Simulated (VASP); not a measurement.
# Pd (Im-3m) in VASP: a series of runs

Pd is run at these levels: RPBE; tasks: single point.

All numbers are computed with VASP 6.6.1; they aren't measurements. Logs are shortened: lines on timing, memory, paths and dates and some standing lists are left out, and cuts for length are marked.

## 1. The cell of the first run

The structure is cubic, space group Im-3m (No. 229). Conventional cell: a = 3.036 Å, b = 3.036 Å, c = 3.036 Å, α = 90.00°, β = 90.00°, γ = 90.00°. Pd (site symmetry m-3m) has 14 Pd at 2.63 to 3.04 Å within 3.5 Å.

This isn't the form of Pd at room conditions, which is fcc.

## 2. Single point, RPBE, collinear spin (13.99 Å³/atom)

File INCAR:

```
SYSTEM = Pd
  PREC = Accurate
  ENCUT = 520
  EDIFF = 1E-6
  ISMEAR = -1
  SIGMA = 0.05
  LREAL = .False.
  LASPH = .True.
  NELM = 150
  ALGO = Normal
  ISIF = 2
  LWAVE = .False.
  LCHARG = .True.
  ISPIN = 2
  MAGMOM = 0.5 -0.5
  LORBIT = 11
  LMAXMIX = 4
  GGA = RP
  LELF = .True.
  LVHAR = .True.
  NBANDS = 21
```

File KPOINTS:

```
regular mesh
0
Gamma
  11 11 11
  0 0 0
```

File POSCAR:

```
Pd
1.0
    3.0358307522      0.0000000000      0.0000000000
    0.0000000000      3.0358307522      0.0000000000
    0.0000000000      0.0000000000      3.0358307522
Pd
2
Direct
    0.0000000000      0.0000000000      0.0000000000
    0.5000000000      0.5000000000      0.5000000000
```

Potentials or basis: VASP PAW PBE potentials, release 64 (Pd).

Started as:

```bash
cat potpaw_PBE.64/Pd/POTCAR > POTCAR
mpirun -np 1 vasp_std > vasp.out
```

OUTCAR:

```text
SYSTEM = Pd
   PREC = Accurate
   ENCUT = 520
   EDIFF = 1E-6
   ISMEAR = -1
   LREAL = .False.
   LASPH = .True.
   NELM = 150
   ISIF = 2
   ISPIN = 2
   LORBIT = 11
   GGA = RP

 ion  position               nearest neighbor table
   1  0.000  0.000  0.000-   2 2.63   2 2.63   2 2.63   2 2.63   2 2.63   2 2.63   2 2.63   2 2.63

   2  0.500  0.500  0.500-   1 2.63   1 2.63   1 2.63   1 2.63   1 2.63   1 2.63   1 2.63   1 2.63

  LATTYP: Found a simple cubic cell.
 ALAT       =     3.0358307522

  Lattice vectors:

 A1 = (   3.0358307522,   0.0000000000,   0.0000000000)
 A2 = (   0.0000000000,   3.0358307522,   0.0000000000)
 A3 = (   0.0000000000,   0.0000000000,   3.0358307522)

Analysis of symmetry for initial positions (statically):
=====================================================================
 Subroutine PRICEL returns following result:

  LATTYP: Found a body centered cubic cell.
 ALAT       =     3.0358307522

  Lattice vectors:

 A1 = (   1.5179153761,   1.5179153761,  -1.5179153761)
 A2 = (  -1.5179153761,   1.5179153761,   1.5179153761)
 A3 = (   1.5179153761,  -1.5179153761,   1.5179153761)

   2 primitive cells build up your supercell.

 Routine SETGRP: Setting up the symmetry group for a
 simple cubic supercell.

 Subroutine GETGRP returns: Found 48 space group operations
 (whereof 48 operations were pure point group operations)
 out of a pool of 48 trial point group operations.

The static configuration has the point symmetry O_h .

Analysis of symmetry for dynamics (positions and initial velocities):
=====================================================================
 Subroutine PRICEL returns following result:

  LATTYP: Found a body centered cubic cell.
 ALAT       =     3.0358307522

  Lattice vectors:

 A1 = (   1.5179153761,   1.5179153761,  -1.5179153761)
 A2 = (  -1.5179153761,   1.5179153761,   1.5179153761)
 A3 = (   1.5179153761,  -1.5179153761,   1.5179153761)

   2 primitive cells build up your supercell.

 Routine SETGRP: Setting up the symmetry group for a
 simple cubic supercell.

 Subroutine GETGRP returns: Found 48 space group operations
 (whereof 48 operations were pure point group operations)
 out of a pool of 48 trial point group operations.

The dynamic configuration has the point symmetry O_h .

Analysis of structural, dynamic, and magnetic symmetry:
=====================================================================
 Subroutine PRICEL returns following result:

  LATTYP: Found a body centered cubic cell.
 ALAT       =     3.0358307522

  Lattice vectors:

 A1 = (   1.5179153761,   1.5179153761,  -1.5179153761)
 A2 = (  -1.5179153761,   1.5179153761,   1.5179153761)
 A3 = (   1.5179153761,  -1.5179153761,   1.5179153761)

   2 primitive cells build up your supercell.

 Routine SETGRP: Setting up the symmetry group for a
 simple cubic supercell.

 Subroutine GETGRP returns: Found 48 space group operations
 (whereof 48 operations were pure point group operations)
 out of a pool of 48 trial point group operations.

The overall configuration has the point symmetry O_h .

 Subroutine INISYM returns: Found 48 space group operations
 (whereof 48 operations are pure point group operations),
 and found     2 'primitive' translations

----------------------------------------------------------------------------------------

                                     Primitive cell

  volume of cell :      13.9895

  direct lattice vectors                    reciprocal lattice vectors
     1.517915376  1.517915376 -1.517915376     0.329399127  0.329399127  0.000000000
    -1.517915376  1.517915376  1.517915376    -0.000000000  0.329399127  0.329399127
     1.517915376 -1.517915376  1.517915376     0.329399127  0.000000000  0.329399127

  length of vectors
     2.629106553  2.629106553  2.629106553     0.465840713  0.465840713  0.465840713

  position of ions in fractional coordinates (direct lattice)
     0.000000000  0.000000000  0.000000000

  ion indices of the primitive-cell ions
   primitive index   ion index
                 1           1

----------------------------------------------------------------------------------------

 KPOINTS: regular mesh

Automatic generation of k-mesh.
 Grid dimensions read from file:
 generate k-points for:   11   11   11

 Generating k-lattice:

  Cartesian coordinates                     Fractional coordinates (reciprocal lattice)
     0.029945375  0.000000000  0.000000000     0.090909091  0.000000000  0.000000000
     0.000000000  0.029945375  0.000000000     0.000000000  0.090909091  0.000000000
     0.000000000  0.000000000  0.029945375     0.000000000  0.000000000  0.090909091

  Length of vectors
     0.029945375  0.029945375  0.029945375

  Shift w.r.t. Gamma in fractional coordinates (k-lattice)
     0.000000000  0.000000000  0.000000000

 Subroutine IBZKPT returns following result:
 ===========================================

 Found     56 irreducible k-points:

 Following reciprocal coordinates:
            Coordinates               Weight
  0.000000  0.000000  0.000000      1.000000
  0.090909  0.000000  0.000000      6.000000
  0.181818  0.000000  0.000000      6.000000
  0.272727  0.000000  0.000000      6.000000
  0.363636  0.000000  0.000000      6.000000
  0.454545  0.000000  0.000000      6.000000
[... 16 lines left out ...]
  0.181818  0.090909  0.090909     24.000000
  0.272727  0.090909  0.090909     24.000000
 [... further k-points ...]
   k-points           NKPTS =     56   k-points in BZ     NKDIM =     56   number of bands    NBANDS=     21
   number of dos      NEDOS =    301   number of ions     NIONS =      2
   total plane-waves  NPLWV =  13824
   dimension x,y,z NGX =    24 NGY =   24 NGZ =   24
   dimension x,y,z NGXF=    48 NGYF=   48 NGZF=   48
   ions per type =               2
   NGX,Y,Z   is equivalent  to a cutoff of  13.14, 13.14, 13.14 a.u.
   NGXF,Y,Z  is equivalent  to a cutoff of  26.29, 26.29, 26.29 a.u.
 SYSTEM =  Pd
   PREC   = accura    normal or accurate (medium, high low for compatibility)
   ISTART =      0    job   : 0-new  1-cont  2-samecut
   ICHARG =      2    charge: 1-file 2-atom 10-const
   ISPIN  =      2    spin polarized calculation?
   LNONCOLLINEAR =      F non collinear calculations
   LSORBIT =      F    spin-orbit coupling
   LASPH  =      T    aspherical Exc in radial PAW
   ENCUT  =  520.0 eV  38.22 Ry    6.18 a.u.   5.64  5.64  5.64*2*pi/ulx,y,z
   NELM   =    150;   NELMIN=  2; NELMDL= -5     # of ELM steps
   EDIFF  = 0.1E-05   stopping-criterion for ELM
   LREAL  =      F    real-space projection
   EDIFFG = 0.1E-04   stopping-criterion for IOM
   NSW    =      0    number of steps for IOM
   IBRION =     -1    ionic relax: 0-MD 1-quasi-New 2-CG
   NFREE  =      0    steps in history (QN), initial steepest desc. (CG)
   ISIF   =      2    stress and relaxation
   ISYM   =      2    0-nonsym 1-usesym 2-fastsym
   POTIM  = 0.5000    time-step for ionic-motion
   TEBEG  =    0.0;   TEEND  =   0.0 temperature during run
   PSTRESS=    0.0 pullay stress
   NELECT =      20.0000    total number of electrons
   NUPDOWN=      -1.0000    fix difference up-down
   EMIN   =  10.00;   EMAX   =-10.00  energy-range for DOS
   EFERMI =   0.00;   METHOD = LEGACY
   ISMEAR =    -1;   SIGMA  =   0.05  broadening in eV -4-tet -1-fermi 0-gaus
   EFERMI_NEDOS =   21; number of points for ismear=-14 and -15
   IALGO  =     38    algorithm
   IMIX   =      4    mixing-type and parameters
     AMIX     =   0.40;   BMIX     =  1.00
     AMIX_MAG =   1.60;   BMIX_MAG =  1.00
  volume/ion in A,a.u.               =      13.99        94.41
  Fermi-wavevector in a.u.,A,eV,Ry     =   1.463774  2.766131 29.152298  2.142633
  Thomas-Fermi vector in A             =   2.579829
   LORBIT       =     11    0 simple, 1 ext, 2 COOP (PROOUT), +10 PAW based schemes
   GGA     = RP    functional components
   LHFCALC =     F    Hartree Fock is set to
   AEXX    =    0.0000 exact exchange contribution
   IVDW    =     0    specifies the selected vdW correction
   LEPSILON=     F    determine dielectric tensor
   LRPA    =     F    only Hartree local field effects (RPA)
 spin polarized calculation
  energy-cutoff  :      520.00
  volume of cell :       27.98
 maximum number of plane-waves:       763
 NGX is ok and might be reduce to    24
   NGX = 11   NGY = 11   NGZ = 11

 number of electron      19.9999988 magnetization       0.0000000

 number of electron      19.9999988 magnetization      -0.0000000

 Free energy of the ion-electron system (eV)
  ---------------------------------------------------
  ext. energy  EPLUGINS =         0.00000000
  ---------------------------------------------------
  free energy    TOTEN  =        -8.92362884 eV

  energy without entropy =       -8.90568670  energy(sigma->0) =       -8.91465777

 E-fermi :  10.8118     XC(G=0): -13.4119

 val. band max:       10.7767029895   @ k =   0.4545   0.4545   0.0909
 cond. band min:      10.8382292691   @ k =   0.2727   0.2727   0.1818
 fundamental gap:      0.0615262795
 Fermi energy:        10.8117735116

 spin component 1

 k-point     1 :       0.0000    0.0000    0.0000
  band No.  band energies     occupation
      1       3.3006      1.00000
      2       5.0823      1.00000
      3       5.0823      1.00000
      4       7.5972      1.00000
      5       7.5972      1.00000
      6       7.5972      1.00000
[... 13 lines left out ...]
     20      30.2960      0.00000
     21      37.0325      0.00000

 k-point     2 :       0.0909    0.0000    0.0000
  band No.  band energies     occupation
      1       3.4676      1.00000
      2       5.1605      1.00000
      3       5.1939      1.00000
      4       7.6006      1.00000
      5       7.6006      1.00000
      6       7.6572      1.00000
[... 13 lines left out ...]
     20      30.5062      0.00000
     21      37.0038      0.00000

 k-point     3 :       0.1818    0.0000    0.0000
  band No.  band energies     occupation
      1       3.9498      1.00000
      2       5.3918      1.00000
      3       5.5028      1.00000
      4       7.6219      1.00000
      5       7.6219      1.00000
      6       7.8343      1.00000
[... 13 lines left out ...]
     20      32.8052      0.00000
     21      34.6600      0.00000
[... 457 lines left out ...]
 k-point    23 :       0.1818    0.0909    0.0909
  band No.  band energies     occupation
      1       4.2366      1.00000
      2       5.5709      1.00000
      3       5.6724      1.00000
      4       7.3536      1.00000
      5       7.4562      1.00000
      6       8.3745      1.00000
[... 13 lines left out ...]
     20      33.2187      0.00000
     21      35.7670      0.00000

 k-point    24 :       0.2727    0.0909    0.0909
  band No.  band energies     occupation
      1       4.8933      1.00000
      2       5.9026      1.00000
      3       6.0865      1.00000
      4       7.3547      1.00000
      5       7.4427      1.00000
      6       8.7292      1.00000
[... 13 lines left out ...]
     20      34.8304      0.00000
     21      35.3121      0.00000

 [... further k-points ...]

 spin component 2

 k-point     1 :       0.0000    0.0000    0.0000
  band No.  band energies     occupation
      1       3.3006      1.00000
      2       5.0823      1.00000
      3       5.0823      1.00000
      4       7.5972      1.00000
      5       7.5972      1.00000
      6       7.5972      1.00000
[... 13 lines left out ...]
     20      30.2960      0.00000
     21      37.0326      0.00000

 k-point     2 :       0.0909    0.0000    0.0000
  band No.  band energies     occupation
      1       3.4676      1.00000
      2       5.1605      1.00000
      3       5.1939      1.00000
      4       7.6006      1.00000
      5       7.6006      1.00000
      6       7.6572      1.00000
[... 13 lines left out ...]
     20      30.5062      0.00000
     21      37.0038      0.00000

 k-point     3 :       0.1818    0.0000    0.0000
  band No.  band energies     occupation
      1       3.9498      1.00000
      2       5.3918      1.00000
      3       5.5028      1.00000
      4       7.6219      1.00000
      5       7.6219      1.00000
      6       7.8343      1.00000
[... 13 lines left out ...]
     20      32.8052      0.00000
     21      34.6600      0.00000
[... 457 lines left out ...]
 k-point    23 :       0.1818    0.0909    0.0909
  band No.  band energies     occupation
      1       4.2366      1.00000
      2       5.5709      1.00000
      3       5.6724      1.00000
      4       7.3536      1.00000
      5       7.4562      1.00000
      6       8.3745      1.00000
[... 13 lines left out ...]
     20      33.2187      0.00000
     21      35.7670      0.00000

 k-point    24 :       0.2727    0.0909    0.0909
  band No.  band energies     occupation
      1       4.8933      1.00000
      2       5.9026      1.00000
      3       6.0865      1.00000
      4       7.3547      1.00000
      5       7.4427      1.00000
      6       8.7292      1.00000
[... 13 lines left out ...]
     20      34.8304      0.00000
     21      35.3121      0.00000

 [... further k-points ...]
[... 5 lines left out ...]
  --------------------------------------------------------------------------------------
  -------------------------------------------------------------------------------------
  Total        4.5131406      4.5131406      4.5131406      0.0000000      0.0000000      0.0000000
  in kB      258.4382422    258.4382422    258.4382422      0.0000000      0.0000000      0.0000000
  external PRESSURE =     258.4382422 kB  Pullay stress =       0.0000000 kB

 VOLUME and BASIS-vectors are now :
 -----------------------------------------------------------------------------
  energy-cutoff  :      520.00
  volume of cell :       27.98
      direct lattice vectors                 reciprocal lattice vectors
     3.035830752  0.000000000  0.000000000     0.329399127  0.000000000  0.000000000
     0.000000000  3.035830752  0.000000000     0.000000000  0.329399127  0.000000000
     0.000000000  0.000000000  3.035830752     0.000000000  0.000000000  0.329399127

 POSITION                                       TOTAL-FORCE (eV/Angst)
 -----------------------------------------------------------------------------------
      0.00000      0.00000      0.00000         0.000000      0.000000      0.000000
      1.51792      1.51792      1.51792        -0.000000     -0.000000     -0.000000
 -----------------------------------------------------------------------------------
    total drift:                                0.000000      0.000000     -0.000000

  FREE ENERGIE OF THE ION-ELECTRON SYSTEM (eV)
  ---------------------------------------------------
  free  energy   TOTEN  =        -8.9236288412 eV

  energy  without entropy=       -8.9056867007  energy(sigma->0) =       -8.91465777

 total charge

# of ion       s       p       d       tot
------------------------------------------
    1        0.522   0.520   8.536   9.579
    2        0.522   0.520   8.536   9.579
--------------------------------------------------
tot          1.045   1.040  17.073  19.158

 magnetization (x)

# of ion       s       p       d       tot
------------------------------------------
    1        0.000   0.000   0.000   0.000
    2       -0.000  -0.000  -0.000  -0.000
--------------------------------------------------
tot          0.000   0.000   0.000   0.000
```

Wall time 65 s (1 thread of Intel Xeon 8259CL, shared host); peak memory 0.17 GiB.

Results:

```
Free energy                                           : -8.9236 eV
Pressure                                              : 25.8 GPa
Band gap on the k mesh                                : zero (filled and empty bands overlap)
Net moment                                            : 0.00 μB per cell
Valence electrons inside the program's atomic spheres : Pd 9.58
```

Caveat: the cell stands under pressure; the PAW data sets were made with another functional, which shifts forces and pressure a little.

## 3. Single point, RPBE, collinear spin (14.63 Å³/atom)

This run uses another cell than the first one, of 14.63 Å³/atom.

File INCAR:

```
PREC = Accurate
ENCUT = 520
EDIFF = 1E-6
ISMEAR = -1
SIGMA = 0.05
LREAL = F
LASPH = T
NELM = 150
ALGO = Normal
ISIF = 2
LWAVE = F
LCHARG = F
ISPIN = 2
MAGMOM = 0.5 -0.5
LORBIT = 11
LMAXMIX = 4
GGA = RP
NBANDS = 21
```

File KPOINTS:

```
Automatic mesh
0
Gamma
  11 11 11
```

File POSCAR:

```
Pd
1.0
    3.0811483401      0.0000000000      0.0000000000
    0.0000000000      3.0811483401      0.0000000000
    0.0000000000      0.0000000000      3.0811483401
Pd
2
Direct
    0.0000000000      0.0000000000      0.0000000000
    0.5000000000      0.5000000000      0.5000000000
```

Potentials or basis: VASP PAW PBE potentials, release 64 (Pd).

Started as:

```bash
cat potpaw_PBE.64/Pd/POTCAR > POTCAR
mpirun -np 1 vasp_std > vasp.out
```

It took 63 s on 1 thread of Intel Xeon 8259CL, shared host; peak memory 0.18 GiB.

The run converged. Its results:

- Free energy: -9.0838 eV
- Pressure: 14.8 GPa
- Band gap on the k mesh: zero (filled and empty bands overlap)
- Net moment: 0.00 μB per cell
- Valence electrons inside the program's atomic spheres: Pd 9.48

Levels at points of the mesh, in eV from the Fermi level:
Spin up:
| k point | band 8 | band 9 | band 10 | band 11 | band 12 | band 13 |
| --- | --- | --- | --- | --- | --- | --- |
| (0.00, 0.00, 0.00) | -0.99 | 0.22 | 0.22 | 0.22 | 9.33 | 9.33 |
Spin down:
```
           k point  band 6  band 7  band 8  band 9  band 10  band 11  band 12  band 13  band 14  band 15
(0.00, 0.00, 0.00)   -3.00   -0.99   -0.99    0.22     0.22     0.22     9.33     9.33     9.33    17.79
```

Caveat: the cell stands under pressure; the PAW data sets were made with another functional, which shifts forces and pressure a little.

## 4. Single point, RPBE, collinear spin (15.26 Å³/atom)

This run uses another cell than the first one, of 15.26 Å³/atom.

File INCAR:

```
SYSTEM = Pd
PREC = Accurate ; ENCUT = 520
EDIFF = 1E-6 ; ISMEAR = -1
SIGMA = 0.05 ; LREAL = .False.
LASPH = .True. ; NELM = 150
ALGO = Normal ; ISIF = 2
LWAVE = .False. ; LCHARG = .True.
ISPIN = 2 ; MAGMOM = 0.5 -0.5
LORBIT = 11 ; LMAXMIX = 4
GGA = RP ; LELF = .True.
LVHAR = .True. ; NBANDS = 21
```

File KPOINTS:

```
Automatic mesh
0
Gamma
  11 11 11
  0 0 0
```

File POSCAR:

```
Pd
1.0
    3.1251706926      0.0000000000      0.0000000000
    0.0000000000      3.1251706926      0.0000000000
    0.0000000000      0.0000000000      3.1251706926
Pd
2
Direct
    0.0000000000      0.0000000000      0.0000000000
    0.5000000000      0.5000000000      0.5000000000
```

Started as:

```bash
cat potpaw_PBE.64/Pd/POTCAR > POTCAR
mpirun -np 1 vasp_std > vasp.out
```

Wall time 65 s (1 thread of Intel Xeon 8259CL, shared host); peak memory 0.18 GiB.

It converged, with:

* Free energy: -9.1668 eV
* Pressure: 6.3 GPa
* Band gap on the k mesh: zero (filled and empty bands overlap)
* Net moment: 0.00 μB per cell
* Valence electrons inside the program's atomic spheres: Pd 9.39

Levels at points of the mesh, in eV from the Fermi level:
Spin up:
```tsv
k point	band 8	band 9	band 10	band 11	band 12	band 13
(0.00, 0.00, 0.00)	-0.93	0.19	0.19	0.19	9.17	9.17
```
Spin down:
```
           k point  band 7  band 8  band 9  band 10  band 11  band 12  band 13  band 14
(0.00, 0.00, 0.00)   -0.93   -0.93    0.19     0.19     0.19     9.17     9.17     9.17
```

Caveat: the cell stands under pressure; the PAW data sets were made with another functional, which shifts forces and pressure a little.

## 5. Overview

```csv
cell,gap on the mesh (eV),pressure (GPa),moment (μB)
"a = 3.036 Å, 2 atoms",none,25.8,0.00
"a = 3.081 Å, 2 atoms",none,14.8,0.00
"a = 3.125 Å, 2 atoms",none,6.3,0.00
```

Alike in all rows: task single point; level RPBE; potentials or basis VASP PAW PBE potentials, release 64 (Pd); spin collinear; k mesh 11 × 11 × 11; cutoff (eV) 520; smearing fermi-dirac 0.05 eV.

Caveats: the cell stands under pressure; the PAW data sets were made with another functional, which shifts forces and pressure a little.

Absolute energies hang on the potentials; compare differences alone.

The gap in the log of VASP goes by the Fermi energy; the results here count the filled bands.